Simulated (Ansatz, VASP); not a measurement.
# Ge: VASP beside Ansatz

```
CELL_PARAMETERS angstrom
3.99565 0.00000 0.00000
-1.99782 3.52954 0.00000
0.00000 0.00000 6.60271
ATOMIC_POSITIONS crystal
Ge 0.66667 0.33333 0.06298
Ge 0.33333 0.66667 0.56298
Ge 0.66667 0.33333 0.43702
Ge 0.33333 0.66667 0.93702
```

Change from the starting cell: strain +0.0200 x Voigt [0, 1, 0, 0, 0, 0], atoms carried along.

Alike in both runs: task single point; functional r2SCAN; k mesh 12 × 12 × 6; occupations gaussian, width 0.03 eV; no spin polarisation.

```csv
,VASP,Ansatz
version,VASP 6.6.1,Ansatz 0.2.0
potentials or method,"VASP PAW PBE potentials, release 64 (Ge_d), cutoff 520 eV","scalar-relativistic, plane waves, PAW"
valence electrons in the cell,56,56
```

```tsv
	VASP	Ansatz	Ansatz less VASP
gap on the k mesh at the Fermi level (eV)	0.04	0.06	+0.019
least direct gap on the mesh (eV)	0.07	0.07	0.000
pressure (GPa)	-1.3	-1.3	-0.05
traceless stress, the component that is largest in VASP (GPa)	-1.95	-1.93	+0.012
rms of the force components (eV/Å)	0.087	0.087	+0.0003
```

VASP's potentials were made for PBE, not for r2SCAN. Atom by atom the forces differ by 0.003 eV/Å (rms over components).
